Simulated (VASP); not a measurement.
# Zn12H (a cell with a defect) in VASP: notebook

Zn12H (a cell with a defect) is run at these levels: PBE; tasks: single point.

All numbers are computed with VASP 6.6.1; they aren't measurements. Logs are shortened: lines on timing, memory, paths and dates and some standing lists are left out, and cuts for length are marked.

## Step 1: The cell of the first run

The cell holds a defect, 13 atoms: a = 5.320 Å, b = 7.980 Å, c = 4.937 Å, α = 90.00°, β = 90.00°, γ = 120.00°.

## Step 2: Single point, PBE

Input file INCAR:

```
SYSTEM = Zn12H
PREC = Accurate
ENCUT = 520
EDIFF = 1E-6
ISMEAR = -1
SIGMA = 0.05
LREAL = .FALSE.
LASPH = .TRUE.
NELM = 60
ALGO = Normal
ISIF = 2
LWAVE = .FALSE.
LCHARG = .FALSE.
GGA = PE
NBANDS = 84
```

Input file KPOINTS:

```
Automatic mesh
0
G
  3 2 3
  0 0 0
```

Input file POSCAR:

```
Zn12H
1.0
    5.3200000000      0.0000000000      0.0000000000
   -3.9900000000      6.9108830000      0.0000000000
    0.0000000000      0.0000000000      4.9369600000
Zn H
12 1
Direct
   -0.0169180710     -0.0197365653     -0.0407753135
    0.1632792521      0.2215333282      0.5293953047
   -0.0117198344      0.3167634817      0.0039964138
    0.1505999582      0.5395179533      0.4676903198
   -0.0144619253      0.6469660629     -0.0103503265
    0.1643460230      0.8677559975      0.5260209873
    0.4873782050     -0.0176279992      0.0072692348
    0.6558625634      0.2074266568      0.4901380663
    0.4907005914      0.3161967826     -0.0080254019
    0.6561188916      0.5407403237      0.4633784838
    0.4829719416      0.6461399614     -0.0139260253
    0.6396417791      0.8666411109      0.5167311483
    0.9938433253      0.9844995055      0.3214955086
```

Potentials or basis: VASP PAW PBE potentials, release 64 (Zn, H).

Launch:

```console
cat potpaw_PBE.64/Zn/POTCAR potpaw_PBE.64/H/POTCAR > POTCAR
mpirun -np 1 vasp_std > vasp.out
```

OUTCAR:

```text
SYSTEM = Zn12H
   PREC = Accurate
   ENCUT = 520
   EDIFF = 1E-6
   ISMEAR = -1
   LREAL = .FALSE.
   LASPH = .TRUE.
   NELM = 60
   ISIF = 2
   GGA = PE

 ion  position               nearest neighbor table
   1  0.983  0.980  0.959-  13 1.79   7 2.66  11 2.67   5 2.67   6 2.68   3 2.68   7 2.68   9 2.70
                            12 2.70   2 2.70
   2  0.163  0.222  0.529-  13 1.93   4 2.59  10 2.61   8 2.65   8 2.69   1 2.70   9 2.74   3 2.76
                            12 2.81   6 2.83   3 2.98
   3  0.988  0.317  0.004-  11 2.63   5 2.64   9 2.65   7 2.67   9 2.68   1 2.68   4 2.76   2 2.76
                             8 2.85   8 2.96   2 2.98
   4  0.151  0.540  0.468-   2 2.59   6 2.60  12 2.62  10 2.64   8 2.64  10 2.68   3 2.76   5 2.80
                            11 2.83  11 2.98   5 2.98
   5  0.986  0.647  0.990-   9 2.64   3 2.64  11 2.65  11 2.67   1 2.67   7 2.67   6 2.75  10 2.79
                             4 2.80   4 2.98  10 3.01
   6  0.164  0.868  0.526-  13 1.89  12 2.53   4 2.60   8 2.67  10 2.68   1 2.68   5 2.75  12 2.79
                             7 2.80   2 2.83   7 2.96
   7  0.487  0.982  0.007-   9 2.66   1 2.66   3 2.67  11 2.67   5 2.67   1 2.68   6 2.80   8 2.85
                            12 2.85  12 2.93   6 2.96   8 2.99
   8  0.656  0.207  0.490-   4 2.64   2 2.65  10 2.66   6 2.67  12 2.68   2 2.69   7 2.85   3 2.85
                             9 2.89   9 2.90   3 2.96   7 2.99
   9  0.491  0.316  0.992-   5 2.64   3 2.65  11 2.65   7 2.66   3 2.68   1 2.70   2 2.74  10 2.80
                             8 2.89   8 2.90  10 3.04
  10  0.656  0.541  0.463-   2 2.61   4 2.64  12 2.66   8 2.66   6 2.68   4 2.68   5 2.79   9 2.80
                            11 2.81  11 3.00   5 3.01   9 3.04
  11  0.483  0.646  0.986-   3 2.63   5 2.65   9 2.65   1 2.67   5 2.67   7 2.67  12 2.77  10 2.81
                             4 2.83   4 2.98  10 3.00  12 3.03
  12  0.640  0.867  0.517-  13 1.90   6 2.53   4 2.62  10 2.66   8 2.68   1 2.70  11 2.77   6 2.79
                             2 2.81   7 2.85   7 2.93  11 3.03
  13  0.994  0.984  0.321-   1 1.79   6 1.89  12 1.90   2 1.93

  LATTYP: Found a simple monoclinic cell.
 ALAT       =     5.3200000000
 B/A-ratio  =     0.9280000000
 C/A-ratio  =     1.3228757068
 COS(beta)  =    -0.1889822292

  Lattice vectors:

 A1 = (   5.3200000000,   0.0000000000,   0.0000000000)
 A2 = (   0.0000000000,   0.0000000000,   4.9369600000)
 A3 = (  -1.3300000000,  -6.9108830000,   0.0000000000)

Analysis of symmetry for initial positions (statically):
=====================================================================
 Subroutine PRICEL returns:
 Original cell was already a primitive cell.

 Routine SETGRP: Setting up the symmetry group for a
 simple monoclinic supercell.

 Subroutine GETGRP returns: Found  1 space group operations
 (whereof  1 operations were pure point group operations)
 out of a pool of  4 trial point group operations.

The static configuration has the point symmetry C_1 .

Analysis of symmetry for dynamics (positions and initial velocities):
=====================================================================
 Subroutine PRICEL returns:
 Original cell was already a primitive cell.

 Routine SETGRP: Setting up the symmetry group for a
 simple monoclinic supercell.

 Subroutine GETGRP returns: Found  1 space group operations
 (whereof  1 operations were pure point group operations)
 out of a pool of  4 trial point group operations.

The dynamic configuration has the point symmetry C_1 .

 Subroutine INISYM returns: Found  1 space group operations
 (whereof  1 operations are pure point group operations),
 and found     1 'primitive' translations

----------------------------------------------------------------------------------------

                                     Primitive cell

  volume of cell :     181.5118

  direct lattice vectors                    reciprocal lattice vectors
     5.320000000  0.000000000  0.000000000     0.187969925  0.108524482  0.000000000
[... 68 lines left out ...]
|     classes:                                                                |
|                                                                             |
|        The reciprocal lattice is simple monoclinic,                         |
|        whereas your k-lattice is hexagonal.                                 |
|                                                                             |
|     Results are often still useful ...                                      |
|                                                                             |
 -----------------------------------------------------------------------------

 Subroutine IBZKPT returns following result:
 ===========================================

 Found     10 irreducible k-points:

 Following reciprocal coordinates:
            Coordinates               Weight
  0.000000  0.000000  0.000000      1.000000
  0.333333  0.000000  0.000000      2.000000
  0.000000  0.500000  0.000000      1.000000
  0.333333  0.500000  0.000000      2.000000
  0.000000  0.000000  0.333333      2.000000
  0.333333  0.000000  0.333333      2.000000
 -0.333333 -0.000000  0.333333      2.000000
  0.000000  0.500000  0.333333      2.000000
  0.333333  0.500000  0.333333      2.000000
 -0.333333  0.500000  0.333333      2.000000
   k-points           NKPTS =     10   k-points in BZ     NKDIM =     10   number of bands    NBANDS=     84
   number of dos      NEDOS =    301   number of ions     NIONS =     13
   total plane-waves  NPLWV =  96000
   dimension x,y,z NGX =    40 NGY =   60 NGZ =   40
   dimension x,y,z NGXF=    80 NGYF=  120 NGZF=   80
   ions per type =              12   1
   NGX,Y,Z   is equivalent  to a cutoff of  12.50, 12.50, 13.47 a.u.
   NGXF,Y,Z  is equivalent  to a cutoff of  25.00, 25.00, 26.94 a.u.
 SYSTEM =  Zn12H
   PREC   = accura    normal or accurate (medium, high low for compatibility)
   ISTART =      0    job   : 0-new  1-cont  2-samecut
   ICHARG =      2    charge: 1-file 2-atom 10-const
   ISPIN  =      1    spin polarized calculation?
   LNONCOLLINEAR =      F non collinear calculations
   LSORBIT =      F    spin-orbit coupling
   LASPH  =      T    aspherical Exc in radial PAW
   ENCUT  =  520.0 eV  38.22 Ry    6.18 a.u.   9.89 14.84  9.18*2*pi/ulx,y,z
   NELM   =     60;   NELMIN=  2; NELMDL= -5     # of ELM steps
   EDIFF  = 0.1E-05   stopping-criterion for ELM
   LREAL  =      F    real-space projection
   EDIFFG = 0.1E-04   stopping-criterion for IOM
   NSW    =      0    number of steps for IOM
   IBRION =     -1    ionic relax: 0-MD 1-quasi-New 2-CG
   NFREE  =      0    steps in history (QN), initial steepest desc. (CG)
   ISIF   =      2    stress and relaxation
   ISYM   =      2    0-nonsym 1-usesym 2-fastsym
   POTIM  = 0.5000    time-step for ionic-motion
   TEBEG  =    0.0;   TEEND  =   0.0 temperature during run
   PSTRESS=    0.0 pullay stress
   NELECT =     145.0000    total number of electrons
   NUPDOWN=      -1.0000    fix difference up-down
   EMIN   =  10.00;   EMAX   =-10.00  energy-range for DOS
   EFERMI =   0.00;   METHOD = LEGACY
   ISMEAR =    -1;   SIGMA  =   0.05  broadening in eV -4-tet -1-fermi 0-gaus
   EFERMI_NEDOS =   21; number of points for ismear=-14 and -15
   IALGO  =     38    algorithm
   IMIX   =      4    mixing-type and parameters
     AMIX     =   0.40;   BMIX     =  1.00
     AMIX_MAG =   1.60;   BMIX_MAG =  1.00
  volume/ion in A,a.u.               =      13.96        94.22
  Fermi-wavevector in a.u.,A,eV,Ry     =   1.519017  2.870525 31.394246  2.307412
  Thomas-Fermi vector in A             =   2.628059
   LORBIT       =      0    0 simple, 1 ext, 2 COOP (PROOUT), +10 PAW based schemes
   GGA     = PE    functional components
   LHFCALC =     F    Hartree Fock is set to
   AEXX    =    0.0000 exact exchange contribution
   IVDW    =     0    specifies the selected vdW correction
   LEPSILON=     F    determine dielectric tensor
   LRPA    =     F    only Hartree local field effects (RPA)
 non-spin polarized calculation
  energy-cutoff  :      520.00
  volume of cell :      181.51
 maximum number of plane-waves:      4924
   NGX = 19   NGY = 29   NGZ = 19

 number of electron     145.0000003 magnetization

 Free energy of the ion-electron system (eV)
  ---------------------------------------------------
  ext. energy  EPLUGINS =         0.00000000
  ---------------------------------------------------
  free energy    TOTEN  =       -15.39913514 eV

  energy without entropy =      -15.37608108  energy(sigma->0) =      -15.38760811

 E-fermi :   3.5166     XC(G=0): -11.6409

 val. band max:        3.4910819392   @ k =   0.0000   0.0000   0.3333
 cond. band min:       3.6401364142   @ k =   0.0000   0.0000   0.0000
 fundamental gap:      0.1490544751
 Fermi energy:         3.5166494946

 k-point     1 :       0.0000    0.0000    0.0000
  band No.  band energies     occupation
      1      -7.5929      2.00000
      2      -5.7838      2.00000
      3      -5.3720      2.00000
      4      -5.2324      2.00000
      5      -5.1872      2.00000
      6      -5.1568      2.00000
[... 859 lines left out ...]
     83       9.4122      0.00000
     84       9.5648      0.00000

------------------------ aborting loop because EDIFF is reached ----------------------------------------

  FORCE on cell =-STRESS in cart. coord.  units (eV):
  Direction    XX          YY          ZZ          XY          YZ          ZX
  --------------------------------------------------------------------------------------
  -------------------------------------------------------------------------------------
  Total        3.4683252      2.5660406      6.6912683      0.5266332     -0.1991166     -0.1865521
  in kB       30.6143905     22.6500579     59.0628293      4.6485131     -1.7575722     -1.6466676
  external PRESSURE =      37.4424259 kB  Pullay stress =       0.0000000 kB

 VOLUME and BASIS-vectors are now :
 -----------------------------------------------------------------------------
  energy-cutoff  :      520.00
  volume of cell :      181.51
      direct lattice vectors                 reciprocal lattice vectors
     5.320000000  0.000000000  0.000000000     0.187969925  0.108524482  0.000000000
    -3.990000000  6.910883000  0.000000000     0.000000000  0.144699310  0.000000000
     0.000000000  0.000000000  4.936960000     0.000000000  0.000000000  0.202553798

 POSITION                                       TOTAL-FORCE (eV/Angst)
 -----------------------------------------------------------------------------------
      1.31874      6.77449      4.73565        -0.010000      0.007524     -0.019588
     -0.01527      1.53099      2.61360        -0.000299     -0.001835      0.000448
      3.99376      2.18912      0.01973        -0.007317     -0.008309      0.004985
     -1.35148      3.72855      2.30897        -0.003801     -0.000418     -0.008141
      2.66167      4.47111      4.88586         0.011213      0.003274      0.003912
     -2.58803      5.99696      2.59694        -0.006436     -0.011396      0.010096
     -1.32681      6.78906      0.03589         0.011755      0.010145      0.013255
      2.66156      1.43350      2.41979        -0.002225     -0.007185     -0.009865
      1.34890      2.18520      4.89734         0.006391     -0.005683      0.003820
      1.33300      3.73699      2.28768         0.001971      0.005190     -0.007854
     -0.00869      4.46540      4.86821        -0.004336      0.013625      0.010231
     -0.05500      5.98926      2.55108         0.003105     -0.007564      0.006016
      1.35909      6.80376      1.58721        -0.000018      0.002633     -0.007315
 -----------------------------------------------------------------------------------
    total drift:                                0.000080     -0.000026     -0.002247

  FREE ENERGIE OF THE ION-ELECTRON SYSTEM (eV)
  ---------------------------------------------------
  free  energy   TOTEN  =       -15.3991351417 eV

  energy  without entropy=      -15.3760810841  energy(sigma->0) =      -15.38760811
```

Wall time 86 s (1 thread of Intel Xeon 6975P-C (Granite Rapids), shared host); peak memory 0.33 GiB.

Results:

```
Free energy   : -15.3991 eV
Pressure      : 3.7 GPa
Largest force : 0.023 eV/Å
```

Forces in eV/Å, atoms in the order of the input:
```
Zn  -0.010  0.008 -0.020
Zn   0.000 -0.002  0.000
Zn  -0.007 -0.008  0.005
Zn  -0.004  0.000 -0.008
Zn   0.011  0.003  0.004
Zn  -0.006 -0.011  0.010
Zn   0.012  0.010  0.013
Zn  -0.002 -0.007 -0.010
Zn   0.006 -0.006  0.004
Zn   0.002  0.005 -0.008
Zn  -0.004  0.014  0.010
Zn   0.003 -0.008  0.006
H    0.000  0.003 -0.007
```

Stress tensor (GPa, compression positive):
```
 3.06  0.46 -0.16
 0.46  2.27 -0.18
-0.16 -0.18  5.91
```

Caveat: the k points lie up to 0.45 Å⁻¹ apart.

(Part 1 of 2 ends here.)
